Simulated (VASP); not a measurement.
# Ir (P6_3/mmc) in VASP: further runs

Ir is run at these levels: r2SCAN; tasks: single point.

Everything below comes from runs of VASP 6.6.1. Logs are shortened: lines on timing, memory, paths and dates and some standing lists are left out, and cuts for length are marked.

## (1) The cell of the first run

It takes space group P6_3/mmc (No. 194, hexagonal). The conventional cell has a = 2.751 Å, b = 2.751 Å, c = 4.462 Å, α = 90.00°, β = 90.00°, γ = 120.00°. Within 3.6 Å of Ir (site symmetry -6m2) lie 12 Ir at 2.74 to 2.75 Å.

## (2) Single point, r2SCAN

Contents of POSCAR:

```
Ir
1.0
    2.7513778946      0.0000000000      0.0000000000
   -1.3756889473      2.3827631521      0.0000000000
    0.0000000000      0.0000000000      4.4622900000
Ir
2
Direct
    0.6666666700      0.3333333300      0.7500000000
    0.3333333300      0.6666666700      0.2500000000
```

Contents of INCAR.step1:

```
SYSTEM = Ir
PREC = Accurate
ENCUT = 550
ISMEAR = 0
SIGMA = 0.1
LREAL = .FALSE.
LASPH = .TRUE.
NELM = 120
NBANDS = 24
GGA = PE
ALGO = Normal
EDIFF = 1E-5
LWAVE = .TRUE.
LCHARG = .FALSE.
GGA_COMPAT = .FALSE.
```

Contents of INCAR.step2:

```
SYSTEM = Ir
PREC = Accurate
ENCUT = 550
EDIFF = 1E-6
ISMEAR = 0
SIGMA = 0.1
LREAL = .FALSE.
LASPH = .TRUE.
NELM = 120
ALGO = Normal
ISIF = 2
LWAVE = .FALSE.
LCHARG = .FALSE.
METAGGA = R2SCAN
LMIXTAU = .TRUE.
NBANDS = 24
ISTART = 1
GGA_COMPAT = .FALSE.
```

Contents of KPOINTS:

```
regular mesh
0
G
  6 6 4
  0 0 0
```

Potentials or basis: VASP PAW PBE potentials, release 64 (Ir_sv_GW).

On the command line:

```sh
cat potpaw_PBE.64/Ir_sv_GW/POTCAR > POTCAR
cp INCAR.step1 INCAR
mpirun -np 1 vasp_std > vasp.out
cp INCAR.step2 INCAR
mpirun -np 1 vasp_std > vasp.out
```

OUTCAR:

```text
SYSTEM = Ir
   PREC = Accurate
   ENCUT = 550
   EDIFF = 1E-6
   ISMEAR = 0
   LREAL = .FALSE.
   LASPH = .TRUE.
   NELM = 120
   ISIF = 2
   METAGGA = R2SCAN
   ISTART = 1

 ion  position               nearest neighbor table
   1  0.667  0.333  0.750-   2 2.74   2 2.74   2 2.74   2 2.74   2 2.74   2 2.74
   2  0.333  0.667  0.250-   1 2.74   1 2.74   1 2.74   1 2.74   1 2.74   1 2.74

  LATTYP: Found a hexagonal cell.
 ALAT       =     2.7513778946
 C/A-ratio  =     1.6218382828

  Lattice vectors:

 A1 = (   2.7513778946,   0.0000000000,   0.0000000000)
 A2 = (  -1.3756889473,   2.3827631521,   0.0000000000)
 A3 = (   0.0000000000,   0.0000000000,   4.4622900000)

Analysis of symmetry for initial positions (statically):
=====================================================================
 Subroutine PRICEL returns:
 Original cell was already a primitive cell.

 Routine SETGRP: Setting up the symmetry group for a
 hexagonal supercell.

 Subroutine GETGRP returns: Found 24 space group operations
 (whereof 12 operations were pure point group operations)
 out of a pool of 24 trial point group operations.

The static configuration has the point symmetry D_3d.
 The point group associated with its full space group is D_6h.

Analysis of symmetry for dynamics (positions and initial velocities):
=====================================================================
 Subroutine PRICEL returns:
 Original cell was already a primitive cell.

 Routine SETGRP: Setting up the symmetry group for a
 hexagonal supercell.

 Subroutine GETGRP returns: Found 24 space group operations
 (whereof 12 operations were pure point group operations)
 out of a pool of 24 trial point group operations.

The dynamic configuration has the point symmetry D_3d.
 The point group associated with its full space group is D_6h.

 Subroutine INISYM returns: Found 24 space group operations
 (whereof 12 operations are pure point group operations),
 and found     1 'primitive' translations

----------------------------------------------------------------------------------------

                                     Primitive cell

  volume of cell :      29.2542

  direct lattice vectors                    reciprocal lattice vectors
     2.751377895  0.000000000  0.000000000     0.363454254  0.209840411  0.000000000
    -1.375688947  2.382763152  0.000000000     0.000000000  0.419680823  0.000000000
     0.000000000  0.000000000  4.462290000     0.000000000  0.000000000  0.224100182

  length of vectors
     2.751377895  2.751377895  4.462290000     0.419680823  0.419680823  0.224100182

  position of ions in fractional coordinates (direct lattice)
     0.666666670  0.333333330  0.750000000
     0.333333330  0.666666670  0.250000000

  ion indices of the primitive-cell ions
   primitive index   ion index
                 1           1
                 2           2

----------------------------------------------------------------------------------------

 KPOINTS: regular mesh

Automatic generation of k-mesh.
 Grid dimensions read from file:
 generate k-points for:    6    6    4

 Generating k-lattice:

  Cartesian coordinates                     Fractional coordinates (reciprocal lattice)
     0.060575709  0.034973402  0.000000000     0.166666667 -0.000000000  0.000000000
     0.000000000  0.069946804  0.000000000     0.000000000  0.166666667  0.000000000
     0.000000000  0.000000000  0.056025045     0.000000000  0.000000000  0.250000000

  Length of vectors
     0.069946804  0.069946804  0.056025045

  Shift w.r.t. Gamma in fractional coordinates (k-lattice)
     0.000000000  0.000000000  0.000000000

 Subroutine IBZKPT returns following result:
 ===========================================

 Found     21 irreducible k-points:

 Following reciprocal coordinates:
            Coordinates               Weight
  0.000000  0.000000  0.000000      1.000000
  0.166667  0.000000  0.000000      6.000000
  0.333333  0.000000  0.000000      6.000000
  0.500000  0.000000  0.000000      3.000000
  0.166667  0.166667  0.000000      6.000000
  0.333333  0.166667  0.000000     12.000000
[... 13 lines left out ...]
  0.333333  0.166667  0.500000     12.000000
  0.333333  0.333333  0.500000      2.000000
   k-points           NKPTS =     21   k-points in BZ     NKDIM =     21   number of bands    NBANDS=     24
   number of dos      NEDOS =    301   number of ions     NIONS =      2
   total plane-waves  NPLWV =  20736
   dimension x,y,z NGX =    24 NGY =   24 NGZ =   36
   dimension x,y,z NGXF=    48 NGYF=   48 NGZF=   72
   ions per type =               2
   NGX,Y,Z   is equivalent  to a cutoff of  14.50, 14.50, 13.41 a.u.
   NGXF,Y,Z  is equivalent  to a cutoff of  29.00, 29.00, 26.82 a.u.
 SYSTEM =  Ir
   PREC   = accura    normal or accurate (medium, high low for compatibility)
   ISTART =      1    job   : 0-new  1-cont  2-samecut
   ICHARG =      0    charge: 1-file 2-atom 10-const
   ISPIN  =      1    spin polarized calculation?
   LNONCOLLINEAR =      F non collinear calculations
   LSORBIT =      F    spin-orbit coupling
   LASPH  =      T    aspherical Exc in radial PAW
   ENCUT  =  550.0 eV  40.42 Ry    6.36 a.u.   5.26  5.26  8.53*2*pi/ulx,y,z
   NELM   =    120;   NELMIN=  2; NELMDL=  0     # of ELM steps
   EDIFF  = 0.1E-05   stopping-criterion for ELM
   LREAL  =      F    real-space projection
   EDIFFG = 0.1E-04   stopping-criterion for IOM
   NSW    =      0    number of steps for IOM
   IBRION =     -1    ionic relax: 0-MD 1-quasi-New 2-CG
   NFREE  =      0    steps in history (QN), initial steepest desc. (CG)
   ISIF   =      2    stress and relaxation
   ISYM   =      2    0-nonsym 1-usesym 2-fastsym
   POTIM  = 0.5000    time-step for ionic-motion
   TEBEG  =    0.0;   TEEND  =   0.0 temperature during run
   PSTRESS=    0.0 pullay stress
   NELECT =      34.0000    total number of electrons
   NUPDOWN=      -1.0000    fix difference up-down
   EMIN   =  10.00;   EMAX   =-10.00  energy-range for DOS
   EFERMI =   0.00;   METHOD = LEGACY
   ISMEAR =     0;   SIGMA  =   0.10  broadening in eV -4-tet -1-fermi 0-gaus
   EFERMI_NEDOS =   21; number of points for ismear=-14 and -15
   IALGO  =     38    algorithm
   IMIX   =      4    mixing-type and parameters
     AMIX     =   0.40;   BMIX     =  1.00
     AMIX_MAG =   1.60;   BMIX_MAG =  1.00
  volume/ion in A,a.u.               =      14.63        98.71
  Fermi-wavevector in a.u.,A,eV,Ry     =   1.721227  3.252648 40.308928  2.962623
  Thomas-Fermi vector in A             =   2.797519
   LORBIT       =      0    0 simple, 1 ext, 2 COOP (PROOUT), +10 PAW based schemes
   METAGGA = R2SCAN    functional components
   LHFCALC =     F    Hartree Fock is set to
   AEXX    =    0.0000 exact exchange contribution
   IVDW    =     0    specifies the selected vdW correction
   LEPSILON=     F    determine dielectric tensor
   LRPA    =     F    only Hartree local field effects (RPA)
 non-spin polarized calculation
 Gauss-broadening in eV      SIGMA  =   0.10
  energy-cutoff  :      550.00
  volume of cell :       29.25
 maximum number of plane-waves:       870
 NGX is ok and might be reduce to    24
   NGX = 11   NGY = 11   NGZ = 17

 number of electron      34.0000000 magnetization

 Free energy of the ion-electron system (eV)
  ---------------------------------------------------
  ext. energy  EPLUGINS =         0.00000000
  ---------------------------------------------------
  free energy    TOTEN  =      -105.59019289 eV

  energy without entropy =     -105.58081537  energy(sigma->0) =     -105.58550413

 E-fermi :  11.9476     XC(G=0): -15.6614

 val. band max:       11.9202354264   @ k =   0.5000   0.0000   0.2500
 cond. band min:      12.0739122831   @ k =   0.1667   0.0000   0.5000
 fundamental gap:      0.1536768567
 Fermi energy:        11.9476005144

 k-point     1 :       0.0000    0.0000    0.0000
  band No.  band energies     occupation
      1     -82.9089      2.00000
      2     -82.8440      2.00000
      3     -39.5589      2.00000
      4     -38.8424      2.00000
      5     -38.8424      2.00000
      6     -38.7926      2.00000
[... 16 lines left out ...]
     23      28.6142      0.00000
     24      29.6995      0.00000

 k-point     2 :       0.1667    0.0000    0.0000
  band No.  band energies     occupation
      1     -82.8954      2.00000
      2     -82.8377      2.00000
      3     -39.4960      2.00000
      4     -38.9833      2.00000
      5     -38.8873      2.00000
      6     -38.8763      2.00000
[... 16 lines left out ...]
     23      29.5368      0.00000
     24      30.1881      0.00000

 k-point     3 :       0.3333    0.0000    0.0000
  band No.  band energies     occupation
      1     -82.8652      2.00000
      2     -82.8273      2.00000
      3     -39.3432      2.00000
      4     -39.2638      2.00000
      5     -39.1538      2.00000
      6     -38.9726      2.00000
[... 16 lines left out ...]
     23      26.2349      0.00000
     24      27.1625      0.00000

 k-point     4 :       0.5000    0.0000    0.0000
  band No.  band energies     occupation
      1     -82.8466      2.00000
      2     -82.8256      2.00000
      3     -39.4040      2.00000
      4     -39.2873      2.00000
      5     -39.2311      2.00000
      6     -39.0133      2.00000
[... 16 lines left out ...]
     23      23.5693      0.00000
     24      23.8457      0.00000

 k-point     5 :       0.1667    0.1667    0.0000
  band No.  band energies     occupation
      1     -82.8732      2.00000
      2     -82.8292      2.00000
      3     -39.3868      2.00000
      4     -39.1376      2.00000
      5     -39.1170      2.00000
      6     -38.9368      2.00000
[... 370 lines left out ...]
 k-point    19 :       0.1667    0.1667    0.5000
  band No.  band energies     occupation
      1     -82.8514      2.00000
      2     -82.8514      2.00000
      3     -39.2874      2.00000
      4     -39.2874      2.00000
      5     -38.9776      2.00000
      6     -38.9776      2.00000
[... 16 lines left out ...]
     23      28.2176      0.00000
     24      28.2176      0.00000

 k-point    20 :       0.3333    0.1667    0.5000
  band No.  band energies     occupation
      1     -82.8358      2.00000
      2     -82.8358      2.00000
      3     -39.4029      2.00000
      4     -39.4029      2.00000
      5     -39.0565      2.00000
      6     -39.0565      2.00000
[... 16 lines left out ...]
     23      25.9784      0.00000
     24      25.9784      0.00000

 k-point    21 :       0.3333    0.3333    0.5000
  band No.  band energies     occupation
      1     -82.8305      2.00000
      2     -82.8305      2.00000
      3     -39.3608      2.00000
      4     -39.3608      2.00000
      5     -39.1782      2.00000
      6     -39.1782      2.00000
[... 16 lines left out ...]
     23      22.2157      0.00000
     24      22.2157      0.00000

------------------------ aborting loop because EDIFF is reached ----------------------------------------

  FORCE on cell =-STRESS in cart. coord.  units (eV):
  Direction    XX          YY          ZZ          XY          YZ          ZX
  --------------------------------------------------------------------------------------
  -------------------------------------------------------------------------------------
  Total       -1.5979568     -1.5979568     -2.8485207      0.0000000      0.0000000     -0.0000000
  in kB      -87.5158508    -87.5158508   -156.0059103      0.0000000      0.0000000     -0.0000000
  external PRESSURE =    -110.3458706 kB  Pullay stress =       0.0000000 kB

 VOLUME and BASIS-vectors are now :
 -----------------------------------------------------------------------------
  energy-cutoff  :      550.00
  volume of cell :       29.25
      direct lattice vectors                 reciprocal lattice vectors
     2.751377895  0.000000000  0.000000000     0.363454254  0.209840411  0.000000000
    -1.375688947  2.382763152  0.000000000     0.000000000  0.419680823  0.000000000
     0.000000000  0.000000000  4.462290000     0.000000000  0.000000000  0.224100182

 POSITION                                       TOTAL-FORCE (eV/Angst)
 -----------------------------------------------------------------------------------
      1.37569      0.79425      3.34672        -0.000000      0.000000      0.000000
     -0.00000      1.58851      1.11557         0.000000      0.000000      0.000000
 -----------------------------------------------------------------------------------
    total drift:                               -0.000023      0.000013     -0.000001

  FREE ENERGIE OF THE ION-ELECTRON SYSTEM (eV)
  ---------------------------------------------------
  free  energy   TOTEN  =      -105.5901928925 eV

  energy  without entropy=     -105.5808153709  energy(sigma->0) =     -105.58550413
```

It used 160 s of CPU time on 1 thread of AMD EPYC 7R13 Processor (Zen 3), with other jobs on the host.

Results:

```yaml
Free_energy: -105.5902 eV
Pressure: -11.0 GPa
Band_gap_on_the_k_mesh: zero (band 17 reaches 13.11 eV, above the bottom of band 18 at 9.83 eV)
```

Stress tensor (GPa, compression positive):
```
 -8.75   0.00   0.00
  0.00  -8.75   0.00
  0.00   0.00 -15.60
```

Levels at points of the mesh, in eV from the Fermi level:
```
           k point  band 13  band 14  band 15  band 16  band 17  band 18  band 19  band 20  band 21  band 22
(0.00, 0.00, 0.00)    -3.58    -2.94    -2.94    -2.19    -2.19    -0.52     0.45     0.45     7.36    14.75
(0.50, 0.00, 0.00)    -3.37    -3.20    -2.77     0.91     1.13     1.32     3.17     4.68     8.64    10.63
(0.00, 0.00, 0.50)    -3.71    -3.71    -3.71    -3.71    -0.29    -0.29    -0.29    -0.29    14.08    14.08
(0.50, 0.00, 0.50)    -1.94    -1.94    -0.74    -0.74     1.16     1.16     2.26     2.26     8.01     8.01
```

Caveat: the k points lie up to 0.44 Å⁻¹ apart; the PAW data sets were made with another functional, which shifts forces and pressure a little; spin-orbit coupling is left out, which moves the levels of the heavy elements.

## (3) Single point, r2SCAN

This run uses another cell than the first one, of 14.26 Å³/atom, 0.975 times its volume.

Contents of POSCAR:

```
Ir
1.0
    2.7292665793      0.0000000000      0.0000000000
   -1.3646332897      2.3636141914      0.0000000000
    0.0000000000      0.0000000000      4.4217407521
Ir
2
Direct
    0.6666666667      0.3333333333      0.7500000000
    0.3333333333      0.6666666667      0.2500000000
```

Contents of INCAR.step1:

```
ALGO = Normal ; EDIFF = 1E-4
ENCUT = 520 ; GGA = PE
ISMEAR = 0 ; LASPH = True
LCHARG = False ; LREAL = False
LWAVE = True ; NBANDS = 16
NELM = 100 ; PREC = Accurate
SIGMA = 0.15
```

Contents of INCAR.step2:

```
ALGO = Normal ; EDIFF = 1E-6
ENCUT = 520 ; ISIF = 2
ISMEAR = 0 ; ISTART = 1
LASPH = True ; LCHARG = False
LMIXTAU = True ; LREAL = False
LWAVE = False ; METAGGA = R2SCAN
NBANDS = 16 ; NELM = 100
PREC = Accurate ; SIGMA = 0.15
```

Contents of KPOINTS:

```
k-points
0
Gamma
  12 12 8
```

Potentials or basis: VASP PAW PBE potentials, release 64 (Ir).

On the command line:

```sh
cat potpaw_PBE.64/Ir/POTCAR > POTCAR
cp INCAR.step1 INCAR
mpirun -np 1 vasp_std > vasp.out
cp INCAR.step2 INCAR
mpirun -np 1 vasp_std > vasp.out
```

Run time: 3.8 min. Hardware: 1 thread of Intel Xeon 8259CL, shared host; peak memory 0.17 GiB.

The run converged. Its results:

```yaml
Free_energy: -104.5787 eV
Pressure: 2.5 GPa
Band_gap_on_the_k_mesh: zero (band 9 reaches 11.16 eV, above the bottom of band 10 at 7.74 eV)
```

Stress tensor (GPa, compression positive):
```
2.02 0.00 0.00
0.00 2.02 0.00
0.00 0.00 3.48
```

Levels at points of the mesh, in eV from the Fermi level:
```csv
k point,band 7,band 8,band 9,band 10,band 11,band 12
"(0.00, 0.00, 0.00)",-3.29,-2.48,-2.48,-0.77,0.27,0.27
"(0.50, 0.00, 0.00)",-3.08,0.71,0.98,1.14,3.06,4.58
"(0.00, 0.00, 0.50)",-4.10,-4.10,-0.51,-0.51,-0.51,-0.51
"(0.50, 0.00, 0.50)",-0.98,-0.98,0.97,0.97,2.10,2.10
```

Caveat: the PAW data sets were made with another functional, which shifts forces and pressure a little; spin-orbit coupling is left out, which moves the levels of the heavy elements.
